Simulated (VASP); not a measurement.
A run of VASP 6.6.1:

INCAR

```
SYSTEM = AlNi
PREC = Accurate
ENCUT = 520
EDIFF = 1E-6
ISMEAR = 0
SIGMA = 0.15
LREAL = .FALSE.
LASPH = .TRUE.
NELM = 60
ALGO = Fast
ISIF = 2
LWAVE = .FALSE.
LCHARG = .TRUE.
GGA = PE
LELF = .TRUE.
LVHAR = .TRUE.
NBANDS = 14
```

File KPOINTS:

```
Automatic mesh
0
G
  16 16 16
  0 0 0
```

POSCAR

```
AlNi
1.0
    2.8927237805      0.0000000000      0.0000000000
    0.0000000000      2.8927237805      0.0000000000
    0.0000000000      0.0000000000      2.8927237805
Al Ni
1 1
Direct
   -0.0207416969      0.0000000000      0.0000000000
    0.5095350226      0.5000000000      0.5000000000
```

Potentials or basis: VASP PAW PBE potentials, release 64 (Al, Ni).

Launch:

```sh
$ cat potpaw_PBE.64/Al/POTCAR potpaw_PBE.64/Ni/POTCAR > POTCAR
$ mpirun -np 1 vasp_std > vasp.out
```

Hardware: 1 thread of AMD EPYC 7R13 Processor (Zen 3) (shared host).

Problem. Estimate the wall time of this run.

Solution. Run time: 100 s on 1 thread of AMD EPYC 7R13 Processor (Zen 3), on a shared host, peak memory 0.22 GiB. Counts: scf iterations 15, k points 405.
